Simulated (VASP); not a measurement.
# WSe2 in VASP: single point with PBE

Aim: the single point of WSe2 with PBE.

Everything below comes from runs of VASP 6.6.1. Logs are shortened: lines on timing, memory, paths and dates and some standing lists are left out, and cuts for length are marked.

**1. The cell of the first run**

The cell holds a slab with vacuum, 12 atoms: a = 3.321 Å, b = 3.321 Å, c = 42.162 Å, α = 90.00°, β = 90.00°, γ = 120.00°.

**2. Single point, PBE (strain +0.0875 x Voigt [0, 0, 1, 0, 0, 0])**

INCAR

```
SYSTEM = WSe2
  ALGO = Normal
  EDIFF = 1E-6
  ENCUT = 520
  GGA = PE
  ISIF = 2
  ISMEAR = 0
  LASPH = .True.
  LCHARG = .False.
  LREAL = .False.
  LWAVE = .False.
  NBANDS = 64
  NELM = 60
  PREC = Accurate
  SIGMA = 0.05
```

KPOINTS

```
k-points
0
Gamma
  12 12 1
  0 0 0
```

POSCAR

```
WSe2
1.0
    3.3206779314      0.0000000000      0.0000000000
   -1.6603389657      2.8757914463      0.0000000000
    0.0000000000      0.0000000000     42.1624923318
W Se
4 8
Direct
    0.6666666667      0.3333333333      0.9017078408
    0.6666666667      0.3333333333      0.2946354236
    0.3333333333      0.6666666667      0.7053645764
    0.3333333333      0.6666666667      0.0982921592
    0.3333333333      0.6666666667      0.9449957770
    0.3333333333      0.6666666667      0.3379184716
    0.6666666667      0.3333333333      0.7486532095
    0.6666666667      0.3333333333      0.1415801562
    0.3333333333      0.6666666667      0.8584198438
    0.3333333333      0.6666666667      0.2513467905
    0.6666666667      0.3333333333      0.6620815284
    0.6666666667      0.3333333333      0.0550042230
```

Potentials or basis: VASP PAW PBE potentials, release 64 (W_sv, Se).

The run is started by

```console
> cat potpaw_PBE.64/W_sv/POTCAR potpaw_PBE.64/Se/POTCAR > POTCAR
> mpirun -np 1 vasp_std > vasp.out
```

OUTCAR:

```text
SYSTEM = WSe2
   EDIFF = 1E-6
   ENCUT = 520
   GGA = PE
   ISIF = 2
   ISMEAR = 0
   LASPH = .True.
   LREAL = .False.
   NELM = 60
   PREC = Accurate

 ion  position               nearest neighbor table
   1  0.667  0.333  0.902-   5 2.65   5 2.65   5 2.65   9 2.65   9 2.65   9 2.65
   2  0.667  0.333  0.295-   6 2.65   6 2.65   6 2.65  10 2.65  10 2.65  10 2.65
   3  0.333  0.667  0.705-  11 2.65  11 2.65  11 2.65   7 2.65   7 2.65   7 2.65
   4  0.333  0.667  0.098-  12 2.65  12 2.65  12 2.65   8 2.65   8 2.65   8 2.65
   5  0.333  0.667  0.945-   1 2.65   1 2.65   1 2.65
   6  0.333  0.667  0.338-   2 2.65   2 2.65   2 2.65
   7  0.667  0.333  0.749-   3 2.65   3 2.65   3 2.65
   8  0.667  0.333  0.142-   4 2.65   4 2.65   4 2.65
   9  0.333  0.667  0.858-   1 2.65   1 2.65   1 2.65
  10  0.333  0.667  0.251-   2 2.65   2 2.65   2 2.65
  11  0.667  0.333  0.662-   3 2.65   3 2.65   3 2.65
  12  0.667  0.333  0.055-   4 2.65   4 2.65   4 2.65

  LATTYP: Found a hexagonal cell.
 ALAT       =     3.3206779314
 C/A-ratio  =    12.6969532134

  Lattice vectors:

 A1 = (   3.3206779314,   0.0000000000,   0.0000000000)
 A2 = (  -1.6603389657,   2.8757914463,   0.0000000000)
 A3 = (   0.0000000000,   0.0000000000,  42.1624923318)

Analysis of symmetry for initial positions (statically):
=====================================================================
 Subroutine PRICEL returns:
 Original cell was already a primitive cell.

 Routine SETGRP: Setting up the symmetry group for a
 hexagonal supercell.

 Subroutine GETGRP returns: Found 12 space group operations
 (whereof 12 operations were pure point group operations)
 out of a pool of 24 trial point group operations.

The static configuration has the point symmetry D_3d.

Analysis of symmetry for dynamics (positions and initial velocities):
=====================================================================
 Subroutine PRICEL returns:
 Original cell was already a primitive cell.

 Routine SETGRP: Setting up the symmetry group for a
 hexagonal supercell.

 Subroutine GETGRP returns: Found 12 space group operations
 (whereof 12 operations were pure point group operations)
 out of a pool of 24 trial point group operations.

The dynamic configuration has the point symmetry D_3d.

 Subroutine INISYM returns: Found 12 space group operations
 (whereof 12 operations are pure point group operations),
 and found     1 'primitive' translations

----------------------------------------------------------------------------------------

                                     Primitive cell

  volume of cell :     402.6340

  direct lattice vectors                    reciprocal lattice vectors
     3.320677931  0.000000000  0.000000000     0.301143327  0.173865181  0.000000000
    -1.660338966  2.875791446  0.000000000     0.000000000  0.347730362  0.000000000
     0.000000000  0.000000000 42.162492332     0.000000000  0.000000000  0.023717763

  length of vectors
     3.320677931  3.320677931 42.162492332     0.347730362  0.347730362  0.023717763

  position of ions in fractional coordinates (direct lattice)
     0.666666667  0.333333333  0.901707841
     0.666666667  0.333333333  0.294635424
     0.333333333  0.666666667  0.705364576
     0.333333333  0.666666667  0.098292159
     0.333333333  0.666666667  0.944995777
     0.333333333  0.666666667  0.337918472
     0.666666667  0.333333333  0.748653209
     0.666666667  0.333333333  0.141580156
     0.333333333  0.666666667  0.858419844
     0.333333333  0.666666667  0.251346791
     0.666666667  0.333333333  0.662081528
     0.666666667  0.333333333  0.055004223

  ion indices of the primitive-cell ions
   primitive index   ion index
                 1           1
                 2           2
                 3           3
                 4           4
                 5           5
                 6           6
                 7           7
                 8           8
                 9           9
                10          10
                11          11
                12          12

----------------------------------------------------------------------------------------

 KPOINTS: k-points

Automatic generation of k-mesh.
 Grid dimensions read from file:
 generate k-points for:   12   12    1

 Generating k-lattice:

  Cartesian coordinates                     Fractional coordinates (reciprocal lattice)
     0.025095277  0.014488765  0.000000000     0.083333333  0.000000000  0.000000000
     0.000000000  0.028977530  0.000000000     0.000000000  0.083333333  0.000000000
     0.000000000  0.000000000  0.023717763     0.000000000  0.000000000  1.000000000

  Length of vectors
     0.028977530  0.028977530  0.023717763

  Shift w.r.t. Gamma in fractional coordinates (k-lattice)
     0.000000000  0.000000000  0.000000000

 Subroutine IBZKPT returns following result:
 ===========================================

 Found     19 irreducible k-points:

 Following reciprocal coordinates:
            Coordinates               Weight
  0.000000  0.000000  0.000000      1.000000
  0.083333  0.000000  0.000000      6.000000
  0.166667  0.000000  0.000000      6.000000
  0.250000  0.000000  0.000000      6.000000
  0.333333  0.000000  0.000000      6.000000
  0.416667  0.000000  0.000000      6.000000
[... 11 lines left out ...]
  0.333333  0.250000  0.000000     12.000000
  0.333333  0.333333  0.000000      2.000000
   k-points           NKPTS =     19   k-points in BZ     NKDIM =     19   number of bands    NBANDS=     64
   number of dos      NEDOS =    301   number of ions     NIONS =     12
   total plane-waves  NPLWV = 250880
   dimension x,y,z NGX =    28 NGY =   28 NGZ =  320
   dimension x,y,z NGXF=    56 NGYF=   56 NGZF=  640
   ions per type =               4   8
   NGX,Y,Z   is equivalent  to a cutoff of  14.02, 14.02, 12.62 a.u.
   NGXF,Y,Z  is equivalent  to a cutoff of  28.04, 28.04, 25.24 a.u.
 SYSTEM =  WSe2
   PREC   = accura    normal or accurate (medium, high low for compatibility)
   ISTART =      0    job   : 0-new  1-cont  2-samecut
   ICHARG =      2    charge: 1-file 2-atom 10-const
   ISPIN  =      1    spin polarized calculation?
   LNONCOLLINEAR =      F non collinear calculations
   LSORBIT =      F    spin-orbit coupling
   LASPH  =      T    aspherical Exc in radial PAW
   ENCUT  =  520.0 eV  38.22 Ry    6.18 a.u.   6.17  6.17 78.39*2*pi/ulx,y,z
   NELM   =     60;   NELMIN=  2; NELMDL= -5     # of ELM steps
   EDIFF  = 0.1E-05   stopping-criterion for ELM
   LREAL  =      F    real-space projection
   EDIFFG = 0.1E-04   stopping-criterion for IOM
   NSW    =      0    number of steps for IOM
   IBRION =     -1    ionic relax: 0-MD 1-quasi-New 2-CG
   NFREE  =      0    steps in history (QN), initial steepest desc. (CG)
   ISIF   =      2    stress and relaxation
   ISYM   =      2    0-nonsym 1-usesym 2-fastsym
   POTIM  = 0.5000    time-step for ionic-motion
   TEBEG  =    0.0;   TEEND  =   0.0 temperature during run
   PSTRESS=    0.0 pullay stress
   NELECT =     104.0000    total number of electrons
   NUPDOWN=      -1.0000    fix difference up-down
   EMIN   =  10.00;   EMAX   =-10.00  energy-range for DOS
   EFERMI =   0.00;   METHOD = LEGACY
   ISMEAR =     0;   SIGMA  =   0.05  broadening in eV -4-tet -1-fermi 0-gaus
   EFERMI_NEDOS =   21; number of points for ismear=-14 and -15
   IALGO  =     38    algorithm
   IMIX   =      4    mixing-type and parameters
     AMIX     =   0.40;   BMIX     =  1.00
     AMIX_MAG =   1.60;   BMIX_MAG =  1.00
  volume/ion in A,a.u.               =      33.55       226.43
  Fermi-wavevector in a.u.,A,eV,Ry     =   1.042595  1.970220 14.789603  1.087005
  Thomas-Fermi vector in A             =   2.177268
   LORBIT       =      0    0 simple, 1 ext, 2 COOP (PROOUT), +10 PAW based schemes
   GGA     = PE    functional components
   LHFCALC =     F    Hartree Fock is set to
   AEXX    =    0.0000 exact exchange contribution
   IVDW    =     0    specifies the selected vdW correction
   LEPSILON=     F    determine dielectric tensor
   LRPA    =     F    only Hartree local field effects (RPA)
 non-spin polarized calculation
 Gauss-broadening in eV      SIGMA  =   0.05
  energy-cutoff  :      520.00
  volume of cell :      402.63
 maximum number of plane-waves:     10914
 NGX is ok and might be reduce to    28
   NGX = 13   NGY = 13   NGZ =157

 number of electron     104.0000000 magnetization

 Free energy of the ion-electron system (eV)
  ---------------------------------------------------
  ext. energy  EPLUGINS =         0.00000000
  ---------------------------------------------------
  free energy    TOTEN  =       -85.26334937 eV

  energy without entropy =      -85.26334937  energy(sigma->0) =      -85.26334937

 E-fermi :   2.1253     XC(G=0):  -7.3162

 val. band max:        1.6955415710   @ k =   0.3333   0.3333   0.0000
 cond. band min:       2.7908152802   @ k =   0.1667   0.1667   0.0000
 fundamental gap:      1.0952737093
 Fermi energy:         2.1252944516

 k-point     1 :       0.0000    0.0000    0.0000
  band No.  band energies     occupation
      1     -72.6014      2.00000
      2     -72.6013      2.00000
      3     -72.6012      2.00000
      4     -72.6012      2.00000
      5     -36.7793      2.00000
      6     -36.7793      2.00000
[... 56 lines left out ...]
     63       4.4194      0.00000
     64       4.4203      0.00000

 k-point     2 :       0.0833    0.0000    0.0000
  band No.  band energies     occupation
      1     -72.6008      2.00000
      2     -72.6008      2.00000
      3     -72.6006      2.00000
      4     -72.6006      2.00000
      5     -36.7771      2.00000
      6     -36.7771      2.00000
[... 56 lines left out ...]
     63       4.2328      0.00000
     64       4.2351      0.00000

 k-point     3 :       0.1667    0.0000    0.0000
  band No.  band energies     occupation
      1     -72.5993      2.00000
      2     -72.5993      2.00000
      3     -72.5991      2.00000
      4     -72.5991      2.00000
      5     -36.7711      2.00000
      6     -36.7711      2.00000
[... 1061 lines left out ...]
     63       4.5526      0.00000
     64       4.5656      0.00000

 k-point    19 :       0.3333    0.3333    0.0000
  band No.  band energies     occupation
      1     -72.5920      2.00000
      2     -72.5920      2.00000
      3     -72.5918      2.00000
      4     -72.5918      2.00000
      5     -36.7763      2.00000
      6     -36.7763      2.00000
[... 56 lines left out ...]
     63       4.6317      0.00000
     64       4.6317      0.00000

------------------------ aborting loop because EDIFF is reached ----------------------------------------

  FORCE on cell =-STRESS in cart. coord.  units (eV):
  Direction    XX          YY          ZZ          XY          YZ          ZX
  --------------------------------------------------------------------------------------
  -------------------------------------------------------------------------------------
  Total       -9.4531929     -9.4531929    -29.5325079      0.0000000      0.0000000      0.0000000
  in kB      -37.6165257    -37.6165257   -117.5169448      0.0000000      0.0000000      0.0000000
  external PRESSURE =     -64.2499987 kB  Pullay stress =       0.0000000 kB

 VOLUME and BASIS-vectors are now :
 -----------------------------------------------------------------------------
  energy-cutoff  :      520.00
  volume of cell :      402.63
      direct lattice vectors                 reciprocal lattice vectors
     3.320677931  0.000000000  0.000000000     0.301143327  0.173865181  0.000000000
    -1.660338966  2.875791446  0.000000000     0.000000000  0.347730362  0.000000000
     0.000000000  0.000000000 42.162492332     0.000000000  0.000000000  0.023717763

 POSITION                                       TOTAL-FORCE (eV/Angst)
 -----------------------------------------------------------------------------------
      1.66034      0.95860     38.01825         0.000000     -0.000000      0.000152
      1.66034      0.95860     12.42256         0.000000     -0.000000     -0.001275
     -0.00000      1.91719     29.73993        -0.000000      0.000000      0.001275
     -0.00000      1.91719      4.14424         0.000000      0.000000     -0.000152
     -0.00000      1.91719     39.84338         0.000000      0.000000     -2.013329
     -0.00000      1.91719     14.24748        -0.000000     -0.000000     -2.015623
      1.66034      0.95860     31.56509        -0.000000      0.000000     -2.013307
      1.66034      0.95860      5.96937        -0.000000      0.000000     -2.013256
     -0.00000      1.91719     36.19312         0.000000      0.000000      2.013256
     -0.00000      1.91719     10.59741         0.000000      0.000000      2.013307
      1.66034      0.95860     27.91501        -0.000000      0.000000      2.015623
      1.66034      0.95860      2.31912         0.000000     -0.000000      2.013329
 -----------------------------------------------------------------------------------
    total drift:                                0.000000     -0.000000      0.000000

  FREE ENERGIE OF THE ION-ELECTRON SYSTEM (eV)
  ---------------------------------------------------
  free  energy   TOTEN  =       -85.2633493725 eV

  energy  without entropy=      -85.2633493725  energy(sigma->0) =      -85.26334937
```

It took 18 min on 1 thread of Intel Xeon Platinum 8259CL at 2.50GHz (Skylake/Cascade Lake), shared host; peak memory 0.76 GiB.

What came out:

```yaml
Free_energy: -85.2633 eV
Largest_force: 2.016 eV/Å
Band_gap_on_the_k_mesh: 1.10 eV (least direct gap 1.77 eV)
```

Forces on the atoms (eV/Å):
```
W    0.000  0.000  0.000
W    0.000  0.000 -0.001
W    0.000  0.000  0.001
W    0.000  0.000  0.000
Se   0.000  0.000 -2.013
Se   0.000  0.000 -2.016
Se   0.000  0.000 -2.013
Se   0.000  0.000 -2.013
Se   0.000  0.000  2.013
Se   0.000  0.000  2.013
Se   0.000  0.000  2.016
Se   0.000  0.000  2.013
```

Caveat: the cell differs from its parent crystal (strain +0.0875 x Voigt [0, 0, 1, 0, 0, 0]); there is no dipole correction, which matters where the two faces differ; spin-orbit coupling is left out, which moves the levels of the heavy elements.
